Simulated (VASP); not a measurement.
# Se (R-3m) in VASP: a series of runs

The runs below take Se through single point, with PBE.

Program: VASP 6.6.1. These are calculated values, not measurements. Logs are shortened: lines on timing, memory, paths and dates and some standing lists are left out, and cuts for length are marked.

## 1. The cell of the first run

It takes space group R-3m (No. 166, trigonal). Conventional cell: a = 3.149 Å, b = 3.149 Å, c = 42.821 Å, α = 90.00°, β = 90.00°, γ = 120.00°. Se (site symmetry 3m) has 3 Se at 1.82 Å within 2.4 Å. Se (site symmetry 3m) has 3 Se at 1.82 Å within 2.4 Å.

## 2. Single point, PBE

The input, INCAR:

```
SYSTEM = Se
  ALGO = Normal
  EDIFF = 1E-6
  ENCUT = 520
  GGA = PE
  ISIF = 2
  ISMEAR = 0
  LASPH = .TRUE.
  LCHARG = .FALSE.
  LREAL = .FALSE.
  LWAVE = .FALSE.
  NBANDS = 20
  NELM = 80
  PREC = Accurate
  SIGMA = 0.1
```

The input, KPOINTS:

```
k-points
0
G
  6 6 6
  0 0 0
```

The input, POSCAR:

```
Se
1.0
    1.5745788783      0.9090835392     14.2736278029
   -1.5745788783      0.9090835392     14.2736278029
    0.0000000000     -1.8181670785     14.2736278029
Se
4
Direct
    0.0500000000      0.0500000000      0.0500000000
    0.9500000000      0.9500000000      0.9500000000
    0.2830000000      0.2830000000      0.2830000000
    0.7170000000      0.7170000000      0.7170000000
```

Potentials or basis: VASP PAW PBE potentials, release 64 (Se).

On the command line:

```console
cat potpaw_PBE.64/Se/POTCAR > POTCAR
mpirun -np 1 vasp_std > vasp.out
```

OUTCAR:

```text
SYSTEM = Se
   EDIFF = 1E-6
   ENCUT = 520
   GGA = PE
   ISIF = 2
   ISMEAR = 0
   LASPH = .TRUE.
   LREAL = .FALSE.
   NELM = 80
   PREC = Accurate

 ion  position               nearest neighbor table
   1  0.050  0.050  0.050-   4 1.82   4 1.82   4 1.82
   2  0.950  0.950  0.950-   3 1.82   3 1.82   3 1.82
   3  0.283  0.283  0.283-   2 1.82   2 1.82   2 1.82
   4  0.717  0.717  0.717-   1 1.82   1 1.82   1 1.82

  LATTYP: Found a trigonal (rhomboedric) cell.
 ALAT       =    14.3889604274
 COS(alpha) =     0.9760503042

  Lattice vectors:

 A1 = (   1.5745788783,   0.9090835392,  14.2736278029)
 A2 = (  -1.5745788783,   0.9090835392,  14.2736278029)
 A3 = (   0.0000000000,  -1.8181670785,  14.2736278029)

Analysis of symmetry for initial positions (statically):
=====================================================================
 Subroutine PRICEL returns:
 Original cell was already a primitive cell.

 Routine SETGRP: Setting up the symmetry group for a
 trigonal (rhombohedral) supercell.

 Subroutine GETGRP returns: Found 12 space group operations
 (whereof 12 operations were pure point group operations)
 out of a pool of 12 trial point group operations.

The static configuration has the point symmetry D_3d.

Analysis of symmetry for dynamics (positions and initial velocities):
=====================================================================
 Subroutine PRICEL returns:
 Original cell was already a primitive cell.

 Routine SETGRP: Setting up the symmetry group for a
 trigonal (rhombohedral) supercell.

 Subroutine GETGRP returns: Found 12 space group operations
 (whereof 12 operations were pure point group operations)
 out of a pool of 12 trial point group operations.

The dynamic configuration has the point symmetry D_3d.

 Subroutine INISYM returns: Found 12 space group operations
 (whereof 12 operations are pure point group operations),
 and found     1 'primitive' translations

----------------------------------------------------------------------------------------

                                     Primitive cell

  volume of cell :     122.5897

  direct lattice vectors                    reciprocal lattice vectors
     1.574578878  0.909083539 14.273627803     0.317545222  0.183334820  0.023353091
    -1.574578878  0.909083539 14.273627803    -0.317545222  0.183334820  0.023353091
[... 82 lines left out ...]
   ICHARG =      2    charge: 1-file 2-atom 10-const
   ISPIN  =      1    spin polarized calculation?
   LNONCOLLINEAR =      F non collinear calculations
   LSORBIT =      F    spin-orbit coupling
   LASPH  =      T    aspherical Exc in radial PAW
   ENCUT  =  520.0 eV  38.22 Ry    6.18 a.u.  26.75 26.75 26.75*2*pi/ulx,y,z
   NELM   =     80;   NELMIN=  2; NELMDL= -5     # of ELM steps
   EDIFF  = 0.1E-05   stopping-criterion for ELM
   LREAL  =      F    real-space projection
   EDIFFG = 0.1E-04   stopping-criterion for IOM
   NSW    =      0    number of steps for IOM
   IBRION =     -1    ionic relax: 0-MD 1-quasi-New 2-CG
   NFREE  =      0    steps in history (QN), initial steepest desc. (CG)
   ISIF   =      2    stress and relaxation
   ISYM   =      2    0-nonsym 1-usesym 2-fastsym
   POTIM  = 0.5000    time-step for ionic-motion
   TEBEG  =    0.0;   TEEND  =   0.0 temperature during run
   PSTRESS=    0.0 pullay stress
   NELECT =      24.0000    total number of electrons
   NUPDOWN=      -1.0000    fix difference up-down
   EMIN   =  10.00;   EMAX   =-10.00  energy-range for DOS
   EFERMI =   0.00;   METHOD = LEGACY
   ISMEAR =     0;   SIGMA  =   0.10  broadening in eV -4-tet -1-fermi 0-gaus
   EFERMI_NEDOS =   21; number of points for ismear=-14 and -15
   IALGO  =     38    algorithm
   IMIX   =      4    mixing-type and parameters
     AMIX     =   0.40;   BMIX     =  1.00
     AMIX_MAG =   1.60;   BMIX_MAG =  1.00
  volume/ion in A,a.u.               =      30.65       206.82
  Fermi-wavevector in a.u.,A,eV,Ry     =   0.950592  1.796358 12.294556  0.903624
  Thomas-Fermi vector in A             =   2.078983
   LORBIT       =      0    0 simple, 1 ext, 2 COOP (PROOUT), +10 PAW based schemes
   GGA     = PE    functional components
   LHFCALC =     F    Hartree Fock is set to
   AEXX    =    0.0000 exact exchange contribution
   IVDW    =     0    specifies the selected vdW correction
   LEPSILON=     F    determine dielectric tensor
   LRPA    =     F    only Hartree local field effects (RPA)
 non-spin polarized calculation
 Gauss-broadening in eV      SIGMA  =   0.10
  energy-cutoff  :      520.00
  volume of cell :      122.59
 maximum number of plane-waves:      3325
   NGX = 53   NGY = 53   NGZ = 53

 number of electron      24.0000002 magnetization

 Free energy of the ion-electron system (eV)
  ---------------------------------------------------
  ext. energy  EPLUGINS =         0.00000000
  ---------------------------------------------------
  free energy    TOTEN  =        23.15476275 eV

  energy without entropy =       23.16043012  energy(sigma->0) =       23.15759643

 E-fermi :   4.1429     XC(G=0):  -6.4727

 val. band max:        3.8311562499   @ k =  -0.1667   0.1667   0.0000
 cond. band min:       4.1879462308   @ k =   0.1667   0.0000   0.0000
 fundamental gap:      0.3567899809
 Fermi energy:         4.1429407742

 k-point     1 :       0.0000    0.0000    0.0000
  band No.  band energies     occupation
      1     -20.7170      2.00000
      2     -20.6978      2.00000
      3      -6.8777      2.00000
      4      -6.5190      2.00000
      5      -4.8384      2.00000
      6      -4.8384      2.00000
[... 541 lines left out ...]
     19      10.7718      0.00000
     20      11.0474      0.00000

 [... further k-points ...]
[... 5 lines left out ...]
  --------------------------------------------------------------------------------------
  -------------------------------------------------------------------------------------
  Total      140.5846450    140.5846450     -0.0307367      0.0000000      0.0000000      0.0000000
  in kB     1837.3616060   1837.3616060     -0.4017115      0.0000000      0.0000000      0.0000000
  external PRESSURE =    1224.7738335 kB  Pullay stress =       0.0000000 kB

 VOLUME and BASIS-vectors are now :
 -----------------------------------------------------------------------------
  energy-cutoff  :      520.00
  volume of cell :      122.59
      direct lattice vectors                 reciprocal lattice vectors
     1.574578878  0.909083539 14.273627803     0.317545222  0.183334820  0.023353091
    -1.574578878  0.909083539 14.273627803    -0.317545222  0.183334820  0.023353091
     0.000000000 -1.818167078 14.273627803     0.000000000 -0.366669639  0.023353091

 POSITION                                       TOTAL-FORCE (eV/Angst)
 -----------------------------------------------------------------------------------
      0.00000     -0.00000      2.14104         0.000000      0.000000     -0.592468
      0.00000     -0.00000     40.67984         0.000000     -0.000000      0.592468
      0.00000     -0.00000     12.11831         0.000000      0.000000     -0.584622
      0.00000     -0.00000     30.70257         0.000000     -0.000000      0.584622
 -----------------------------------------------------------------------------------
    total drift:                                0.000000     -0.000000     -0.000000

  FREE ENERGIE OF THE ION-ELECTRON SYSTEM (eV)
  ---------------------------------------------------
  free  energy   TOTEN  =        23.1547627493 eV

  energy  without entropy=       23.1604301165  energy(sigma->0) =       23.15759643
```

OSZICAR:

```text
N       E                     dE             d eps       ncg     rms          rms(c)
DAV:   1     0.223527562437E+03    0.22353E+03   -0.10147E+04  1280   0.994E+02
DAV:   2     0.376501898373E+02   -0.18588E+03   -0.17930E+03  1848   0.204E+02
DAV:   3     0.221136808727E+02   -0.15537E+02   -0.15036E+02  1592   0.641E+01
DAV:   4     0.217841189457E+02   -0.32956E+00   -0.32810E+00  1732   0.927E+00
DAV:   5     0.217784552908E+02   -0.56637E-02   -0.56576E-02  1628   0.114E+00    0.428E+01
DAV:   6     0.227871206492E+02    0.10087E+01   -0.74995E-01  1476   0.389E+00    0.257E+01
DAV:   7     0.231414882347E+02    0.35437E+00   -0.82441E-01  1452   0.442E+00    0.847E-01
DAV:   8     0.231531707189E+02    0.11682E-01   -0.37362E-02  1472   0.983E-01    0.318E-01
DAV:   9     0.231547878162E+02    0.16171E-02   -0.50562E-03  1544   0.363E-01    0.595E-02
DAV:  10     0.231550839618E+02    0.29615E-03   -0.50577E-04  1592   0.103E-01    0.370E-02
DAV:  11     0.231551609957E+02    0.77034E-04   -0.44721E-04  1468   0.837E-02    0.303E-02
DAV:  12     0.231548699176E+02   -0.29108E-03   -0.98201E-05  1396   0.356E-02    0.139E-02
DAV:  13     0.231547810043E+02   -0.88913E-04   -0.30442E-05  1388   0.184E-02    0.567E-03
DAV:  14     0.231547632688E+02   -0.17735E-04   -0.78992E-06  1416   0.975E-03    0.371E-03
DAV:  15     0.231547627493E+02   -0.51957E-06   -0.82442E-07  1140   0.322E-03
   1 F= 0.23154763E+02 E0= 0.23157596E+02  d E =-.566737E-02
```

stdout:

```text
POSCAR found type information on POSCAR Se
 POSCAR found :  1 types and       4 ions
 scaLAPACK will be used
 LDA part: xc-table for (Slater+PW92), standard interpolation
 POSCAR, INCAR and KPOINTS ok, starting setup
 FFT: planning ... GRIDC
 FFT: planning ... GRID_SOFT
 FFT: planning ... GRID
 WAVECAR not read
 entering main loop
```

Wall time 32 min (1 thread of Intel Xeon Platinum 8259CL at 2.50GHz (Skylake/Cascade Lake), shared host); peak memory 1.8 GiB.

Results:

```
Free energy            : 23.1548 eV
Pressure               : 122.5 GPa
Largest force          : 0.592 eV/Å
Band gap on the k mesh : zero (band 12 reaches 5.76 eV, above the bottom of band 13 at 3.05 eV)
```

Forces in eV/Å, atoms in the order of the input:
```
Se   0.000  0.000 -0.592
Se   0.000  0.000  0.592
Se   0.000  0.000 -0.585
Se   0.000  0.000  0.585
```

Caveat: the k points lie up to 0.38 Å⁻¹ apart.

## 3. Single point, PBE

This run uses another cell than the first one, of 40.08 Å³/atom, 1.308 times its volume.

The input, INCAR:

```
SYSTEM = Se
ALGO = Normal ; EDIFF = 1E-6
ENCUT = 520 ; GGA = PE
ISIF = 2 ; ISMEAR = 0
LASPH = .TRUE. ; LCHARG = .TRUE.
LELF = .TRUE. ; LREAL = .FALSE.
LVHAR = .TRUE. ; LWAVE = .FALSE.
NBANDS = 20 ; NELM = 100
PREC = Accurate ; SIGMA = 0.1
```

KPOINTS is that of step 2.

The input, POSCAR:

```
Se
1.0
    2.1529885502      1.2430285190      9.9845117539
   -2.1529885502      1.2430285190      9.9845117539
    0.0000000000     -2.4860570380      9.9845117539
Se
4
Direct
    0.0759494101      0.0759494101      0.0759494101
    0.9240505899      0.9240505899      0.9240505899
    0.2342839248      0.2342839248      0.2342839248
    0.7657160752      0.7657160752      0.7657160752
```

Potentials or basis: VASP PAW PBE potentials, release 64 (Se).

On the command line:

```console
cat potpaw_PBE.64/Se/POTCAR > POTCAR
mpirun -np 1 vasp_std > vasp.out
```

It took 10 min on 1 thread of Intel Xeon Platinum 8259CL at 2.50GHz (Skylake/Cascade Lake), shared host; peak memory 0.87 GiB.

Results (log left out):

```yaml
Free_energy: -12.8702 eV
Pressure: 0.0 GPa
Largest_force: 0.008 eV/Å
Band_gap_on_the_k_mesh: zero (band 12 reaches 0.99 eV, above the bottom of band 13 at 0.57 eV)
```

Forces in eV/Å, atoms in the order of the input:
```
Se   0.000  0.000  0.005
Se   0.000  0.000 -0.005
Se   0.000  0.000  0.008
Se   0.000  0.000 -0.008
```

Levels at points of the mesh, in eV from the Fermi level:
| k point | band 10 | band 11 | band 12 | band 13 | band 14 | band 15 |
| --- | --- | --- | --- | --- | --- | --- |
| (0.00, 0.00, 0.00) | -3.09 | -0.72 | -0.24 | -0.11 | -0.11 | -0.08 |
| (0.50, 0.00, 0.00) | -2.28 | -1.83 | -1.58 | 2.02 | 2.11 | 2.12 |
| (0.50, 0.50, 0.00) | -2.18 | -1.72 | -1.72 | 2.05 | 2.05 | 2.11 |
| (0.50, 0.50, 0.50) | -3.32 | -0.48 | -0.39 | -0.10 | -0.10 | -0.10 |
